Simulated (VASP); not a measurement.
# AlAs (F-43m) in VASP: settings compared

The runs below take AlAs through vibrations by perturbation theory, dielectric tensor, with PBEsol, PBE.

All numbers are computed with VASP 6.6.1; they aren't measurements. Logs are shortened: lines on timing, memory, paths and dates and some standing lists are left out, and cuts for length are marked.

### Step 1. The cell of the first run

It takes space group F-43m (No. 216, cubic). Conventional cell: a = 5.675 Å, b = 5.675 Å, c = 5.675 Å, α = 90.00°, β = 90.00°, γ = 90.00°. Within 3.2 Å of Al (site symmetry -43m) lie 4 As at 2.46 Å. Within 3.2 Å of As (site symmetry -43m) lie 4 Al at 2.46 Å.

### Step 2. Vibrations by perturbation theory, PBEsol

The input, INCAR:

```
ALGO     = Normal         # electronic algorithm
EDIFF    = 1E-8           # SCF threshold, eV
ENCUT    = 500            # plane-wave cutoff, eV
GGA      = PS             # functional
GGA_COMPAT= F            
IBRION   = 8              # ionic algorithm
ISIF     = 2              # what is computed and relaxed
ISMEAR   = 0              # smearing method
LASPH    = T              # aspherical terms in the spheres
LCHARG   = F              # write CHGCAR
LEPSILON = T              # dielectric tensor by DFPT
LREAL    = F              # projectors in reciprocal space
LWAVE    = F              # write WAVECAR
NELM     = 120            # most SCF steps
NSW      = 1              # ionic steps
PREC     = Accurate       # precision mode
SIGMA    = 0.01           # smearing width, eV
```

The input, KPOINTS:

```
k-points
0
Gamma
  6 6 6
```

The input, POSCAR:

```
AlAs
1.0
    0.0000000000      2.8373092201      2.8373092201
    2.8373092201      0.0000000000      2.8373092201
    2.8373092201      2.8373092201      0.0000000000
Al As
1 1
Direct
    0.0000000000      0.0000000000      0.0000000000
    0.2500000000      0.2500000000      0.2500000000
```

Potentials or basis: VASP PAW PBE potentials, release 64 (Al, As).

Run with:

```bash
cat potpaw_PBE.64/Al/POTCAR potpaw_PBE.64/As/POTCAR > POTCAR
mpirun -np 1 vasp_std > vasp.out
```

OUTCAR:

```text
EDIFF = 1E-8
   ENCUT = 500
   GGA = PS
   IBRION = 8
   ISIF = 2
   ISMEAR = 0
   LASPH = T
   LEPSILON = T
   LREAL = F
   NELM = 120
   NSW = 1
   PREC = Accurate

 ion  position               nearest neighbor table
   1  0.000  0.000  0.000-   2 2.46   2 2.46   2 2.46   2 2.46
   2  0.250  0.250  0.250-   1 2.46   1 2.46   1 2.46   1 2.46

  LATTYP: Found a face centered cubic cell.
 ALAT       =     5.6746184402

  Lattice vectors:

 A1 = (   0.0000000000,   2.8373092201,   2.8373092201)
 A2 = (   2.8373092201,   0.0000000000,   2.8373092201)
 A3 = (   2.8373092201,   2.8373092201,   0.0000000000)

Analysis of symmetry for initial positions (statically):
=====================================================================
 Subroutine PRICEL returns:
 Original cell was already a primitive cell.

 Routine SETGRP: Setting up the symmetry group for a
 face centered cubic supercell.

 Subroutine GETGRP returns: Found 24 space group operations
 (whereof 24 operations were pure point group operations)
 out of a pool of 48 trial point group operations.

The static configuration has the point symmetry T_d .

Analysis of symmetry for dynamics (positions and initial velocities):
=====================================================================
 Subroutine PRICEL returns:
 Original cell was already a primitive cell.

 Routine SETGRP: Setting up the symmetry group for a
 face centered cubic supercell.

 Subroutine GETGRP returns: Found 24 space group operations
 (whereof 24 operations were pure point group operations)
 out of a pool of 48 trial point group operations.

The dynamic configuration has the point symmetry T_d .

 Subroutine INISYM returns: Found 24 space group operations
 (whereof 24 operations are pure point group operations),
 and found     1 'primitive' translations

----------------------------------------------------------------------------------------
[... 397 lines left out ...]
     0.00000 -7.78984  0.00039

 MACROSCOPIC STATIC DIELECTRIC TENSOR (including local field effects in DFT)
 ------------------------------------------------------
          11.390263    -0.000000    -0.000000
           0.000000    11.390263     0.000000
          -0.000000    -0.000000    11.390263
 ------------------------------------------------------

 PIEZOELECTRIC TENSOR (including local field effects)  for field in x, y, z        (e  Angst)
          XX          YY          ZZ          XY          YZ          ZX
  --------------------------------------------------------------------------------
  x     0.00000    -0.00000    -0.00000     0.00000    -1.97886     0.00000
  y    -0.00000     0.00000    -0.00000     0.00000     0.00000    -1.97886
  z    -0.00000    -0.00000     0.00000    -1.97886     0.00000     0.00000

 PIEZOELECTRIC TENSOR (including local field effects)  for field in x, y, z        (C/m^2)
          XX          YY          ZZ          XY          YZ          ZX
  --------------------------------------------------------------------------------
  x     0.00000    -0.00000    -0.00000     0.00000    -0.69403     0.00000
  y    -0.00000     0.00000    -0.00000     0.00000     0.00000    -0.69403
  z    -0.00000    -0.00000     0.00000    -0.69403     0.00000     0.00000

 BORN EFFECTIVE CHARGES (including local field effects) (in |e|, cummulative output)
 ---------------------------------------------------------------------------------
 ion    1
    1     2.25645     0.00000     0.00000
    2    -0.00000     2.25645    -0.00000
    3    -0.00000    -0.00000     2.25645
 ion    2
    1    -2.25645     0.00000    -0.00000
    2     0.00000    -2.25645     0.00000
    3     0.00000     0.00000    -2.25645

 INTERNAL STRAIN TENSOR FOR ION    2 for displacements in x,y,z  (eV/Angst):
          X           Y           Z          XY          YZ          ZX
  --------------------------------------------------------------------------------
  x    -0.00000    -0.00000    -0.00000     0.00000    -7.78984     0.00000
  y    -0.00000    -0.00000    -0.00000     0.00000     0.00000    -7.78984
  z    -0.00000    -0.00000    -0.00000    -7.78984     0.00000     0.00000

 SECOND DERIVATIVES (NOT SYMMETRIZED)
 ------------------------------------
               1X          1Y          1Z          2X          2Y          2Z
  1X    -9.198436    0.000000    0.000000    9.198436    0.000000    0.000000
  1Y     0.000000   -9.198436    0.000000    0.000000    9.198436    0.000000
  1Z     0.000000    0.000000   -9.198436    0.000000    0.000000    9.198436
  2X     9.198742    0.000000    0.000000   -9.198742    0.000000    0.000000
  2Y     0.000000    9.198742    0.000000    0.000000   -9.198742    0.000000
  2Z     0.000000    0.000000    9.198742    0.000000    0.000000   -9.198742

 Eigenvectors and eigenvalues of the dynamical matrix
 ----------------------------------------------------

   1 f  =   10.645582 THz    66.888167 2PiTHz  355.098406 cm-1    44.026571 meV
             X         Y         Z           dx          dy          dz
      0.000000  0.000000  0.000000     0.857451   -0.000000    0.000000
      1.418655  1.418655  1.418655    -0.514566    0.000000    0.000000
[... 21 lines left out ...]
   6 f/i=    0.000078 THz     0.000491 2PiTHz    0.002607 cm-1     0.000323 meV
             X         Y         Z           dx          dy          dz
      0.000000  0.000000  0.000000    -0.391053    0.330342    0.052251
      1.418655  1.418655  1.418655    -0.651634    0.550468    0.087069

--------------------------------------------------------------------------------------------------------

 MACROSCOPIC STATIC DIELECTRIC TENSOR IONIC CONTRIBUTION
 ------------------------------------------------------
           2.192532    -0.000000     0.000000
          -0.000000     2.192532    -0.000000
           0.000000    -0.000000     2.192532
 ------------------------------------------------------

 ELASTIC MODULI CONTR FROM IONIC RELAXATION (kBar)
 Direction    XX          YY          ZZ          XY          YZ          ZX
 --------------------------------------------------------------------------------
 XX          -0.0000     -0.0000     -0.0000     -0.0000     -0.0000     -0.0000
 YY          -0.0000     -0.0000     -0.0000     -0.0000     -0.0000     -0.0000
 ZZ          -0.0000     -0.0000     -0.0000     -0.0000     -0.0000     -0.0000
 XY          -0.0000     -0.0000     -0.0000   -228.2666      0.0000      0.0000
 YZ          -0.0000     -0.0000     -0.0000      0.0000   -228.2666      0.0000
 ZX          -0.0000     -0.0000     -0.0000      0.0000      0.0000   -228.2666
 --------------------------------------------------------------------------------

 PIEZOELECTRIC TENSOR IONIC CONTR  for field in x, y, z        (C/m^2)
          XX          YY          ZZ          XY          YZ          ZX
  --------------------------------------------------------------------------------
  x     0.00000     0.00000     0.00000     0.00000     0.66568     0.00000
  y     0.00000     0.00000     0.00000    -0.00000    -0.00000     0.66568
  z     0.00000     0.00000     0.00000     0.66568    -0.00000    -0.00000
```

OSZICAR:

```text
N       E                     dE             d eps       ncg     rms          rms(c)
DAV:   1     0.142356829558E+02    0.14236E+02   -0.30258E+03   256   0.724E+02
DAV:   2    -0.975663205722E+01   -0.23992E+02   -0.22914E+02   368   0.888E+01
[... 148 lines left out ...]
RMM:   6    -0.456113875410E-01    0.52740E-05   -0.11353E-06  1245   0.148E-03    0.132E-03
RMM:   7    -0.456079084515E-01    0.34791E-05   -0.35271E-07  1229   0.671E-04    0.187E-04
RMM:   8    -0.456076828064E-01    0.22565E-06   -0.74777E-08  1263   0.166E-04    0.338E-05
RMM:   9    -0.456077445706E-01   -0.61764E-07   -0.25476E-08  1257   0.459E-05    0.541E-06
RMM:  10    -0.456077588395E-01   -0.14269E-07   -0.81757E-09  1317   0.836E-06    0.351E-06
RMM:  11    -0.456077593368E-01   -0.49731E-09   -0.33063E-09  1157   0.279E-06    0.105E-06
 Linear response finished
```

stdout:

```text
POSCAR found type information on POSCAR AlAs
 POSCAR found :  2 types and       2 ions
 scaLAPACK will be used
 -----------------------------------------------------------------------------
|                                                                             |
|                                                                             |
|     You enforced a specific xc type in the INCAR file but a different       |
[... 39 lines left out ...]
 force on displaced ion       1 direction 1 :  -9.198   0.000   0.000
 Born effective charge ion    1 direction 1 :   2.067   0.000   0.000
 Linear response progress:
 first order change of Fermi-energy   0.33027E-03
 force on displaced ion       2 direction 1 :  -9.199   0.000   0.000
 Born effective charge ion    2 direction 1 :  -2.451   0.000   0.000
 Born effective charges drift removed
 Linear response finished
```

It took 1.7 min on 1 thread of Intel Xeon Platinum 8559C (Emerald Rapids), shared host; peak memory 0.21 GiB.

Results:

```
Electronic dielectric tensor (diagonal)                 : 11.39
Born charges (mean of the diagonal)                     : Al +2.26; As -2.26 e
Highest phonon frequency at Γ, LO-TO splitting left out : 355 cm⁻¹
```

Phonon frequencies in cm⁻¹ (negative: imaginary):
```csv
q point,frequencies
"(0.000, 0.000, 0.000)",0 0 0 355 355 355
```

Electronic dielectric tensor:
```
11.39  0.00  0.00
 0.00 11.39  0.00
 0.00  0.00 11.39
```

Born effective charge tensors (e):
atom 1, Al
```
2.26 0.00 0.00
0.00 2.26 0.00
0.00 0.00 2.26
```
atom 2, As
```
-2.26  0.00  0.00
 0.00 -2.26  0.00
 0.00  0.00 -2.26
```

### Step 3. Dielectric tensor, PBE

The input, INCAR:

```
PREC = Accurate
ENCUT = 400
EDIFF = 1E-8
ISMEAR = 0
SIGMA = 0.01
LREAL = F
LASPH = T
NELM = 120
ALGO = Normal
ISIF = 2
LWAVE = F
LCHARG = F
GGA = PE
LEPSILON = T
GGA_COMPAT = F
```

The input, KPOINTS:

```
Automatic mesh
0
Gamma
  6 6 6
```

The input, POSCAR:

```
AlAs
1.0
    0.0000000000      2.8389251756      2.8389251756
    2.8389251756      0.0000000000      2.8389251756
    2.8389251756      2.8389251756      0.0000000000
Al As
1 1
Direct
    0.0000000000      0.0000000000      0.0000000000
    0.2500000000      0.2500000000      0.2500000000
```

Potentials or basis: VASP PAW PBE potentials, release 64 (Al, As).

Run with:

```bash
cat potpaw_PBE.64/Al/POTCAR potpaw_PBE.64/As/POTCAR > POTCAR
mpirun -np 1 vasp_std > vasp.out
```

OUTCAR:

```text
PREC = Accurate
   ENCUT = 400
   EDIFF = 1E-8
   ISMEAR = 0
   LREAL = F
   LASPH = T
   NELM = 120
   ISIF = 2
   GGA = PE
   LEPSILON = T

 ion  position               nearest neighbor table
   1  0.000  0.000  0.000-   2 2.46   2 2.46   2 2.46   2 2.46
   2  0.250  0.250  0.250-   1 2.46   1 2.46   1 2.46   1 2.46

  LATTYP: Found a face centered cubic cell.
 ALAT       =     5.6778503512

  Lattice vectors:

 A1 = (   0.0000000000,   2.8389251756,   2.8389251756)
 A2 = (   2.8389251756,   0.0000000000,   2.8389251756)
 A3 = (   2.8389251756,   2.8389251756,   0.0000000000)

Analysis of symmetry for initial positions (statically):
=====================================================================
 Subroutine PRICEL returns:
 Original cell was already a primitive cell.

 Routine SETGRP: Setting up the symmetry group for a
 face centered cubic supercell.

 Subroutine GETGRP returns: Found 24 space group operations
 (whereof 24 operations were pure point group operations)
 out of a pool of 48 trial point group operations.

The static configuration has the point symmetry T_d .

Analysis of symmetry for dynamics (positions and initial velocities):
=====================================================================
 Subroutine PRICEL returns:
 Original cell was already a primitive cell.

 Routine SETGRP: Setting up the symmetry group for a
 face centered cubic supercell.

 Subroutine GETGRP returns: Found 24 space group operations
 (whereof 24 operations were pure point group operations)
 out of a pool of 48 trial point group operations.

The dynamic configuration has the point symmetry T_d .

 Subroutine INISYM returns: Found 24 space group operations
 (whereof 24 operations are pure point group operations),
[... 342 lines left out ...]

 HEAD OF MICROSCOPIC STATIC DIELECTRIC TENSOR (INDEPENDENT PARTICLE, excluding Hartree and local field effects)
 ------------------------------------------------------
          11.604331     0.000000    -0.000000
           0.000000    11.604331     0.000000
          -0.000000     0.000000    11.604331
 ------------------------------------------------------

 Free energy of the ion-electron system (eV)
  ---------------------------------------------------
  ---------------------------------------------------
  free energy    TOTEN  =        -1.39852218 eV

  energy without entropy =       -1.39852218

------------------------ aborting loop because EDIFF is reached ----------------------------------------

--------------------------------------- Ionic step        2  -------------------------------------------

------------------------ aborting loop because EDIFF is reached ----------------------------------------

--------------------------------------- Ionic step        3  -------------------------------------------

 Free energy of the ion-electron system (eV)
  ---------------------------------------------------
  ---------------------------------------------------
  free energy    TOTEN  =        -1.39852141 eV

  energy without entropy =       -1.39852141

------------------------ aborting loop because EDIFF is reached ----------------------------------------

 PIEZOELECTRIC TENSOR FIELD DIRECTION 3  (e Angst)
 -----------------------------------------------------------------------------
    -0.00016 -1.96336  0.00000           (  0.00000  0.04900  0.00000)
    -1.96336 -0.00016  0.00000           (  0.04900  0.00000  0.00000)
     0.00000  0.00000 -0.00072           (  0.00000  0.00000  0.00000)

 PIEZOELECTRIC TENSOR FIELD DIRECTION 3  (C/m^2)
 -----------------------------------------------------------------------------
    -0.00006 -0.68741  0.00000
    -0.68741 -0.00006  0.00000
     0.00000  0.00000 -0.00025

 MACROSCOPIC STATIC DIELECTRIC TENSOR (including local field effects in DFT)
 ------------------------------------------------------
          11.049326     0.000000    -0.000000
           0.000000    11.049326     0.000000
          -0.000000     0.000000    11.049326
 ------------------------------------------------------

 PIEZOELECTRIC TENSOR (including local field effects)  for field in x, y, z        (e  Angst)
          XX          YY          ZZ          XY          YZ          ZX
  --------------------------------------------------------------------------------
  x     0.00000     0.00000     0.00000    -0.00000    -1.97096     0.00000
  y     0.00000    -0.00000    -0.00000     0.00000     0.00000    -1.97096
  z     0.00000     0.00000     0.00000    -1.97096     0.00000    -0.00000

 PIEZOELECTRIC TENSOR (including local field effects)  for field in x, y, z        (C/m^2)
          XX          YY          ZZ          XY          YZ          ZX
  --------------------------------------------------------------------------------
  x     0.00000     0.00000     0.00000    -0.00000    -0.69007     0.00000
  y     0.00000    -0.00000    -0.00000     0.00000     0.00000    -0.69007
  z     0.00000     0.00000     0.00000    -0.69007     0.00000    -0.00000

 BORN EFFECTIVE CHARGES (including local field effects) (in |e|, cummulative output)
 ---------------------------------------------------------------------------------
 ion    1
    1     2.23701     0.00000    -0.00000
    2    -0.00000     2.23701     0.00000
    3     0.00000    -0.00000     2.23701
 ion    2
    1    -2.23701    -0.00000     0.00000
    2     0.00000    -2.23701    -0.00000
    3    -0.00000     0.00000    -2.23701
```

OSZICAR:

```text
N       E                     dE             d eps       ncg     rms          rms(c)
DAV:   1     0.115821215326E+02    0.11582E+02   -0.26558E+03   264   0.598E+02
[... 13 lines left out ...]
RMM:   6    -0.139716718952E+01   -0.63924E-03   -0.59173E-05  1250   0.504E-02    0.155E-02
RMM:   7    -0.139843741192E+01   -0.12702E-02   -0.29339E-05  1180   0.380E-02    0.190E-03
RMM:   8    -0.139853131233E+01   -0.93900E-04   -0.11748E-06  1275   0.523E-03    0.550E-04
RMM:   9    -0.139852412111E+01    0.71912E-05   -0.16370E-07  1252   0.205E-03    0.152E-04
RMM:  10    -0.139852327632E+01    0.84479E-06   -0.72762E-08  1276   0.545E-04    0.636E-05
RMM:  11    -0.139852087961E+01    0.23967E-05   -0.18555E-07  1083   0.122E-04    0.136E-05
RMM:  12    -0.139852141177E+01   -0.53216E-06   -0.36925E-10   624   0.433E-05    0.353E-06
```

stdout:

```text
POSCAR found type information on POSCAR AlAs
 POSCAR found :  2 types and       2 ions
 scaLAPACK will be used
 LDA part: xc-table for (Slater+PW92), standard interpolation
 POSCAR, INCAR and KPOINTS ok, starting setup
 FFT: planning ... GRIDC
 FFT: planning ... GRID_SOFT
 FFT: planning ... GRID
 WAVECAR not read
 entering main loop
 Linear response reoptimize wavefunctions to high precision
 Linear response G [H, r] |phi>, progress :
  Direction:   1
 Linear response G [H, r] |phi>, progress :
  Direction:   2
 Linear response G [H, r] |phi>, progress :
  Direction:   3
 Linear response to external field (no local field effect), progress :
  Direction:   1
 dielectric tensor                  component  1 :    13.951     7.100     1.681
 Linear response to external field (no local field effect), progress :
  Direction:   2
 dielectric tensor                  component  2 :     7.100    14.082    -1.794
 Linear response to external field (no local field effect), progress :
  Direction:   3
 dielectric tensor                  component  3 :     1.680    -1.794     6.780
 Linear response to external field, progress :
  Direction:   1
 dielectric tensor                  component  1 :    11.049     3.642     1.420
 Linear response to external field, progress :
  Direction:   2
 dielectric tensor                  component  2 :     3.640    11.049     1.354
 Linear response to external field, progress :
  Direction:   3
 dielectric tensor                  component  3 :     2.811     2.251    11.049
 Born effective charges drift removed
```

It took 57 s on 1 thread of Intel Xeon Platinum 8559C (Emerald Rapids), shared host; peak memory 0.17 GiB.

Results:

| Quantity | Value |
| --- | --- |
| Band gap on the k mesh | 1.45 eV (least direct gap 1.99 eV) |
| Electronic dielectric tensor (diagonal) | 11.05 |
| Born charges (mean of the diagonal) | Al +2.24; As -2.24 e |

Electronic dielectric tensor:
```
11.05  0.00  0.00
 0.00 11.05  0.00
 0.00  0.00 11.05
```

Born effective charge tensors (e):
atom 1, Al
```
2.24 0.00 0.00
0.00 2.24 0.00
0.00 0.00 2.24
```
atom 2, As
```
-2.24  0.00  0.00
 0.00 -2.24  0.00
 0.00  0.00 -2.24
```

A k mesh can miss the band edges.
